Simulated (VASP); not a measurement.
A run of VASP 6.6.1:

Contents of INCAR:

```
SYSTEM = Al
PREC     = Accurate       ! precision mode
ENCUT    = 520            ! plane-wave cutoff, eV
EDIFF    = 1E-6           ! SCF threshold, eV
ISMEAR   = -1             ! smearing method
SIGMA    = 0.1            ! smearing width, eV
LREAL    = .False.        ! projectors in reciprocal space
LASPH    = .True.         ! aspherical terms in the spheres
NELM     = 100            ! most SCF steps
ALGO     = Normal         ! electronic algorithm
ISIF     = 2              ! what is computed and relaxed
LWAVE    = .False.        ! write WAVECAR
LCHARG   = .False.        ! write CHGCAR
GGA      = B5             ! functional
ALDAX    = 1.0          
AGGAX    = 1.0          
AGGAC    = 1.0          
ALDAC    = 0.0          
NBANDS   = 14             ! bands
```

File KPOINTS:

```
Automatic mesh
0
Gamma
  14 14 4
  0 0 0
```

Contents of POSCAR:

```
Al
1.0
    2.9935017615      0.0000000000      0.0000000000
   -1.4967508808      2.5924485718      0.0000000000
    0.0000000000      0.0000000000     10.1078209924
Al
4
Direct
    0.0000000000      1.0000000000      1.0000000000
    0.0000000000      1.0000000000      0.5000000000
    0.3333333333      0.6666666667      0.2500000000
    0.6666666667      0.3333333333      0.7500000000
```

Potentials or basis: VASP PAW PBE potentials, release 64 (Al).

The run is started by

```sh
$ cat potpaw_PBE.64/Al/POTCAR > POTCAR
$ mpirun -np 1 vasp_std > vasp.out
```

Hardware: 1 thread of Intel Xeon 8259CL, with other jobs on the host.

How long does it take, and how much memory?

Wall time 85 s on 1 thread of Intel Xeon 8259CL, on a shared host, peak memory 0.22 GiB. Counts: scf iterations 11, k points 72.
